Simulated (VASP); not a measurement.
The system is NaCaSe6.

```xyz
8
Lattice="0.0000 5.7860 5.7860 5.7860 0.0000 5.7860 5.7860 5.7860 0.0000" Properties=species:S:1:pos:R:3 pbc="T T T"
Na    0.0000    0.0000    0.0000
Ca    5.7860    5.7860    5.7860
Se    2.8448    5.7860    5.7860
Se    5.7860    2.8448    5.7860
Se    5.7860    5.7860    2.8448
Se    8.7273    5.7860    5.7860
Se    5.7860    8.7273    5.7860
Se    5.7860    5.7860    8.7273
```

```yaml
Program: VASP 6.6.1
Task: relaxation of cell and atoms
Functional: PBE
Potentials_or_basis: VASP PAW PBE potentials, release 64 (Na_pv, Ca_sv, Se)
Cutoff: 600 eV
k_mesh: 6 × 6 × 6
Occupations: gaussian, width 0.1 eV
Spin: no spin polarisation
```

At the start: pressure -2.2 GPa; volume 48.43 Å³/atom.

Problem. How do energy, volume and symmetry change on relaxing?

Solution. Over 7 steps the energy falls by 77.9 meV/atom and the volume is 39.27 Å³/atom (-18.9 %); space group Fm-3m (No. 225, to 0.1 Å) before and after.

Step by step:
```tsv
step	energy change (eV)	largest force (eV/Å)	pressure (GPa)	volume (Å³)
1	0.0000	0.1765	-2.23	387.41
2	-0.4381	0.0677	-1.46	350.82
3	-0.6128	0.0640	-0.29	320.77
4	-0.6172	0.0966	0.02	314.77
5	-0.6173	0.0891	-0.05	316.13
6	-0.6198	0.0661	-0.04	315.63
7	-0.6230	0.0044	-0.02	314.14
```

Final structure:
```
Na Ca Se
1.0
     0.00000    5.39549    5.39549
     5.39549    0.00000    5.39549
     5.39549    5.39549    0.00000
Na Ca Se
1 1 6
Direct
  0.00000 0.00000 0.00000
  0.50000 0.50000 0.50000
  0.75459 0.24541 0.24541
  0.24541 0.75459 0.24541
  0.24541 0.24541 0.75459
  0.24541 0.75459 0.75459
  0.75459 0.24541 0.75459
  0.75459 0.75459 0.24541
```

Caveat: the volume moved by over 15 % at a fixed basis, so the end points are rough.
